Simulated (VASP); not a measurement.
# ZrH (P4_2/mmc) in VASP: further runs

Runs on ZrH. Level: r2SCAN. Tasks: single point.

Everything below comes from runs of VASP 6.6.1. Logs are shortened: lines on timing, memory, paths and dates and some standing lists are left out, and cuts for length are marked.

## Step 1: The cell of the first run

The structure is tetragonal, space group P4_2/mmc (No. 131). The conventional cell has a = 3.243 Å, b = 3.243 Å, c = 4.948 Å, α = 90.00°, β = 90.00°, γ = 90.00°. Zr (site symmetry mmm) has 4 H at 2.04 Å within 2.7 Å. Within 2.7 Å of H (site symmetry -4m2) lie 4 Zr at 2.04 Å and 2 H at 2.47 Å.

## Step 2: Single point, r2SCAN

Contents of POSCAR:

```
ZrH
1.0
    3.2427920000      0.0000000000      0.0000000000
    0.0000000000      3.2427920000      0.0000000000
    0.0000000000      0.0000000000      4.9480000000
Zr H
2 2
Direct
    0.0000000000      0.5000000000      0.0000000000
    0.5000000000      0.0000000000      0.5000000000
    0.0000000000      0.0000000000      0.7500000000
    0.0000000000      0.0000000000      0.2500000000
```

Contents of INCAR.step1:

```
SYSTEM = ZrH
PREC = Accurate
ENCUT = 520
ISMEAR = 1
SIGMA = 0.1
LREAL = .False.
LASPH = .True.
NELM = 60
NBANDS = 21
GGA = PE
ALGO = Normal
EDIFF = 1E-4
LWAVE = .True.
LCHARG = .False.
```

Contents of INCAR.step2:

```
SYSTEM = ZrH
PREC = Accurate
ENCUT = 520
EDIFF = 1E-7
ISMEAR = 1
SIGMA = 0.1
LREAL = .False.
LASPH = .True.
NELM = 60
ALGO = Normal
ISIF = 2
LWAVE = .False.
LCHARG = .True.
METAGGA = R2SCAN
LMIXTAU = .True.
LELF = .True.
LVHAR = .True.
NBANDS = 21
ISTART = 1
```

Contents of KPOINTS:

```
regular mesh
0
Gamma
  7 7 4
  0 0 0
```

Potentials or basis: VASP PAW PBE potentials, release 64 (Zr_sv, H).

The run is started by

```sh
$ cat potpaw_PBE.64/Zr_sv/POTCAR potpaw_PBE.64/H/POTCAR > POTCAR
$ cp INCAR.step1 INCAR
$ mpirun -np 1 vasp_std > vasp.out
$ cp INCAR.step2 INCAR
$ mpirun -np 1 vasp_std > vasp.out
```

OUTCAR:

```text
SYSTEM = ZrH
   PREC = Accurate
   ENCUT = 520
   EDIFF = 1E-7
   ISMEAR = 1
   LREAL = .False.
   LASPH = .True.
   NELM = 60
   ISIF = 2
   METAGGA = R2SCAN
   ISTART = 1

 ion  position               nearest neighbor table
   1  0.000  0.500  0.000-   3 2.04   4 2.04   3 2.04   4 2.04   2 3.37   2 3.37   2 3.37   2 3.37
                             2 3.37   2 3.37   2 3.37   2 3.37
   2  0.500  0.000  0.500-   3 2.04   4 2.04   3 2.04   4 2.04   1 3.37   1 3.37   1 3.37   1 3.37
                             1 3.37   1 3.37   1 3.37   1 3.37
   3  0.000  0.000  0.750-   1 2.04   2 2.04   1 2.04   2 2.04
   4  0.000  0.000  0.250-   1 2.04   2 2.04   1 2.04   2 2.04

  LATTYP: Found a simple tetragonal cell.
 ALAT       =     3.2427920000
 C/A-ratio  =     1.5258456293

  Lattice vectors:

 A1 = (   3.2427920000,   0.0000000000,   0.0000000000)
 A2 = (   0.0000000000,   3.2427920000,   0.0000000000)
 A3 = (   0.0000000000,   0.0000000000,   4.9480000000)

Analysis of symmetry for initial positions (statically):
=====================================================================
 Subroutine PRICEL returns:
 Original cell was already a primitive cell.

 Routine SETGRP: Setting up the symmetry group for a
 simple tetragonal supercell.

 Subroutine GETGRP returns: Found 16 space group operations
 (whereof  8 operations were pure point group operations)
 out of a pool of 16 trial point group operations.

The static configuration has the point symmetry D_2h.
 The point group associated with its full space group is D_4h.

Analysis of symmetry for dynamics (positions and initial velocities):
=====================================================================
 Subroutine PRICEL returns:
 Original cell was already a primitive cell.

 Routine SETGRP: Setting up the symmetry group for a
 simple tetragonal supercell.

 Subroutine GETGRP returns: Found 16 space group operations
 (whereof  8 operations were pure point group operations)
 out of a pool of 16 trial point group operations.

The dynamic configuration has the point symmetry D_2h.
 The point group associated with its full space group is D_4h.

 Subroutine INISYM returns: Found 16 space group operations
 (whereof  8 operations are pure point group operations),
 and found     1 'primitive' translations

----------------------------------------------------------------------------------------

                                     Primitive cell

  volume of cell :      52.0317
[... 87 lines left out ...]
   ISPIN  =      1    spin polarized calculation?
   LNONCOLLINEAR =      F non collinear calculations
   LSORBIT =      F    spin-orbit coupling
   LASPH  =      T    aspherical Exc in radial PAW
   ENCUT  =  520.0 eV  38.22 Ry    6.18 a.u.   6.03  6.03  9.20*2*pi/ulx,y,z
   NELM   =     60;   NELMIN=  2; NELMDL=  0     # of ELM steps
   EDIFF  = 0.1E-06   stopping-criterion for ELM
   LREAL  =      F    real-space projection
   EDIFFG = 0.1E-05   stopping-criterion for IOM
   NSW    =      0    number of steps for IOM
   IBRION =     -1    ionic relax: 0-MD 1-quasi-New 2-CG
   NFREE  =      0    steps in history (QN), initial steepest desc. (CG)
   ISIF   =      2    stress and relaxation
   ISYM   =      2    0-nonsym 1-usesym 2-fastsym
   POTIM  = 0.5000    time-step for ionic-motion
   TEBEG  =    0.0;   TEEND  =   0.0 temperature during run
   PSTRESS=    0.0 pullay stress
   NELECT =      26.0000    total number of electrons
   NUPDOWN=      -1.0000    fix difference up-down
   EMIN   =  10.00;   EMAX   =-10.00  energy-range for DOS
   EFERMI =   0.00;   METHOD = LEGACY
   ISMEAR =     1;   SIGMA  =   0.10  broadening in eV -4-tet -1-fermi 0-gaus
   EFERMI_NEDOS =   21; number of points for ismear=-14 and -15
   IALGO  =     38    algorithm
   IMIX   =      4    mixing-type and parameters
     AMIX     =   0.40;   BMIX     =  1.00
     AMIX_MAG =   1.60;   BMIX_MAG =  1.00
  volume/ion in A,a.u.               =      13.01        87.78
  Fermi-wavevector in a.u.,A,eV,Ry     =   1.299102  2.454947 22.962097  1.687667
  Thomas-Fermi vector in A             =   2.430388
   LORBIT       =      0    0 simple, 1 ext, 2 COOP (PROOUT), +10 PAW based schemes
   METAGGA = R2SCAN    functional components
   LHFCALC =     F    Hartree Fock is set to
   AEXX    =    0.0000 exact exchange contribution
   IVDW    =     0    specifies the selected vdW correction
   LEPSILON=     F    determine dielectric tensor
   LRPA    =     F    only Hartree local field effects (RPA)
 non-spin polarized calculation
 Methfessel and Paxton  Order N= 1 SIGMA  =   0.10
  energy-cutoff  :      520.00
  volume of cell :       52.03
 maximum number of plane-waves:      1417
   NGX = 13   NGY = 13   NGZ = 19

 number of electron      25.9999998 magnetization

 Free energy of the ion-electron system (eV)
  ---------------------------------------------------
  ext. energy  EPLUGINS =         0.00000000
  ---------------------------------------------------
  free energy    TOTEN  =       -54.36875567 eV

  energy without entropy =      -54.36977289  energy(sigma->0) =      -54.36909474

 E-fermi :   8.2521     XC(G=0): -11.8511

 val. band max:        8.2437814784   @ k =   0.2857   0.0000   0.5000
 cond. band min:       8.2523240511   @ k =   0.2857   0.1429   0.5000
 fundamental gap:      0.0085425727
 Fermi energy:         8.2520904327

 k-point     1 :       0.0000    0.0000    0.0000
  band No.  band energies     occupation
      1     -42.3912      2.00000
      2     -42.2762      2.00000
      3     -20.0744      2.00000
      4     -19.5553      2.00000
      5     -19.5553      2.00000
      6     -19.3447      2.00000
[... 565 lines left out ...]
     20      12.9000      0.00000
     21      13.9711      0.00000

 [... further k-points ...]
[... 5 lines left out ...]
  --------------------------------------------------------------------------------------
  -------------------------------------------------------------------------------------
  Total        0.2051180      0.2051180      0.5288498     -0.0000000      0.0000000      0.0000000
  in kB        6.3160629      6.3160629     16.2845230     -0.0000000      0.0000000      0.0000000
  external PRESSURE =       9.6388830 kB  Pullay stress =       0.0000000 kB

 VOLUME and BASIS-vectors are now :
 -----------------------------------------------------------------------------
  energy-cutoff  :      520.00
  volume of cell :       52.03
      direct lattice vectors                 reciprocal lattice vectors
     3.242792000  0.000000000  0.000000000     0.308376239  0.000000000  0.000000000
     0.000000000  3.242792000  0.000000000     0.000000000  0.308376239  0.000000000
     0.000000000  0.000000000  4.948000000     0.000000000  0.000000000  0.202101859

 POSITION                                       TOTAL-FORCE (eV/Angst)
 -----------------------------------------------------------------------------------
      0.00000      1.62140      0.00000         0.000000      0.000000      0.000000
      1.62140      0.00000      2.47400         0.000000      0.000000      0.000000
      0.00000      0.00000      3.71100         0.000000      0.000000      0.000000
      0.00000      0.00000      1.23700         0.000000      0.000000      0.000000
 -----------------------------------------------------------------------------------
    total drift:                                0.000000      0.000000     -0.000000

  FREE ENERGIE OF THE ION-ELECTRON SYSTEM (eV)
  ---------------------------------------------------
  free  energy   TOTEN  =       -54.3687556676 eV

  energy  without entropy=      -54.3697728925  energy(sigma->0) =      -54.36909474
```

OSZICAR.step1:

```text
N       E                     dE             d eps       ncg     rms          rms(c)
DAV:   1     0.219707460334E+03    0.21971E+03   -0.14023E+04  1260   0.122E+03
DAV:   2    -0.102531677592E+02   -0.22996E+03   -0.22464E+03  1435   0.357E+02
DAV:   3    -0.272053590807E+02   -0.16952E+02   -0.16710E+02  2376   0.708E+01
DAV:   4    -0.275765495525E+02   -0.37119E+00   -0.37059E+00  1522   0.114E+01
DAV:   5    -0.275876525389E+02   -0.11103E-01   -0.11102E-01  1959   0.133E+00    0.194E+01
DAV:   6    -0.258175893604E+02    0.17701E+01   -0.25223E+00  1455   0.103E+01    0.738E+00
DAV:   7    -0.254999618393E+02    0.31763E+00   -0.13987E+00  1750   0.666E+00    0.116E+00
DAV:   8    -0.255128854180E+02   -0.12924E-01   -0.14581E-01  1641   0.204E+00    0.583E-01
DAV:   9    -0.255138429365E+02   -0.95752E-03   -0.76610E-03  1675   0.669E-01    0.116E-01
DAV:  10    -0.255135583003E+02    0.28464E-03   -0.46284E-04  1350   0.117E-01    0.505E-02
DAV:  11    -0.255135528982E+02    0.54021E-05   -0.38282E-05   840   0.485E-02
   1 F= -.25513553E+02 E0= -.25513895E+02  d E =0.102510E-02
```

Run time: 68 s. Hardware: 1 thread of Intel Xeon Platinum 8375C at 2.90GHz (Ice Lake), shared host; peak memory 0.18 GiB.

What came out:

```yaml
Free_energy: -54.3688 eV
Pressure: 1.0 GPa
Band_gap_on_the_k_mesh: zero (band 13 reaches 8.68 eV, above the bottom of band 14 at 7.68 eV)
```

Stress tensor (GPa, compression positive):
```
0.63 0.00 0.00
0.00 0.63 0.00
0.00 0.00 1.63
```

Caveat: the PAW data sets were made with another functional, which shifts forces and pressure a little.

## Step 3: Single point, r2SCAN

POSCAR is that of step 2.

Contents of INCAR.step1:

```
PREC = Accurate
ENCUT = 520
ISMEAR = 1
SIGMA = 0.1
LREAL = F
LASPH = T
NELM = 100
NBANDS = 21
GGA = PE
ALGO = Normal
EDIFF = 1E-4
LWAVE = T
LCHARG = F
```

Contents of INCAR.step2:

```
PREC = Accurate
ENCUT = 520
EDIFF = 1E-6
ISMEAR = 1
SIGMA = 0.1
LREAL = F
LASPH = T
NELM = 100
ALGO = Normal
ISIF = 2
LWAVE = F
LCHARG = F
METAGGA = R2SCAN
LMIXTAU = T
NBANDS = 21
ISTART = 1
```

Contents of KPOINTS:

```
regular mesh
0
Gamma
  7 7 4
```

Potentials or basis: VASP PAW PBE potentials, release 64 (Zr_sv, H).

The run is started by

```sh
$ cat potpaw_PBE.64/Zr_sv/POTCAR potpaw_PBE.64/H/POTCAR > POTCAR
$ cp INCAR.step1 INCAR
$ mpirun -np 1 vasp_std > vasp.out
$ cp INCAR.step2 INCAR
$ mpirun -np 1 vasp_std > vasp.out
```

It took 72 s on 1 thread of Intel Xeon Platinum 8375C at 2.90GHz (Ice Lake), shared host; peak memory 0.18 GiB.

It converged, with:

```yaml
Free_energy: -54.3688 eV
Pressure: 1.0 GPa
Band_gap_on_the_k_mesh: zero (band 13 reaches 8.68 eV, above the bottom of band 14 at 7.68 eV)
```

Stress tensor (GPa, compression positive):
```
0.63 0.00 0.00
0.00 0.63 0.00
0.00 0.00 1.63
```

Levels at points of the mesh, in eV from the Fermi level:
```tsv
k point	band 9	band 10	band 11	band 12	band 13	band 14	band 15	band 16	band 17	band 18
(0.00, 0.00, 0.00)	-8.99	-3.91	-3.08	-3.05	0.20	0.87	0.87	2.59	3.67	4.87
(0.00, 0.00, 0.50)	-7.14	-7.14	-1.81	-1.81	0.14	0.14	2.06	2.06	2.53	2.53
```

Caveat: the PAW data sets were made with another functional, which shifts forces and pressure a little.
